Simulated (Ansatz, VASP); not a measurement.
## GePt in VASP and in Ansatz

```xyz
8
Lattice="3.7003 0.0000 0.0000 0.0000 8.3709 0.0000 0.0000 3.9368 4.1781" Properties=species:S:1:pos:R:3 pbc="T T T"
Ge    0.9251    5.0359    1.6845
Ge    2.7753    7.2718    2.4935
Ge    2.7753   10.6767    3.2291
Ge    0.9251    1.6310    0.9490
Pt    0.9251    7.5203    0.7955
Pt    2.7753    4.7874    3.3826
Pt    2.7753    3.3408    0.8018
Pt    0.9251    8.9669    3.3762
```

Alike in both runs: task single point; functional PBEsol; k mesh 9 × 4 × 8; occupations gaussian, width 0.1 eV; no spin polarisation.

|  | VASP | Ansatz |
| --- | --- | --- |
| version | VASP 6.6.1 | Ansatz 0.2.0 |
| potentials or method | VASP PAW PBE potentials, release 64 (Ge_d, Pt), cutoff 520 eV | scalar-relativistic, plane waves, PAW |
| valence electrons in the cell | 96 | 128 |

Ansatz gave:

```
gap on the k mesh at the Fermi level (eV)                     : none
pressure (GPa)                                                : 0.0
traceless stress, the component that is largest in VASP (GPa) : 0.11
rms of the force components (eV/Å)                            : 0.007
```

Problem. Which values does VASP return?

Solution. gap on the k mesh at the Fermi level (eV): none; pressure (GPa): 0.0; traceless stress, the component that is largest in VASP (GPa): 0.12; rms of the force components (eV/Å): 0.007.

VASP's potentials were made for PBE, not for PBEsol. Atom by atom the forces differ by 0.002 eV/Å (rms over components). A gap of «none» marks a metal or a gap that the smearing closes. The functional is the same, so the differences come from potentials, cutoffs and numerics. VASP's potentials hold 96 valence electrons a cell and Ansatz's 128, so a difference there can come from the potentials and not from the codes.

Spin-orbit coupling is off throughout.
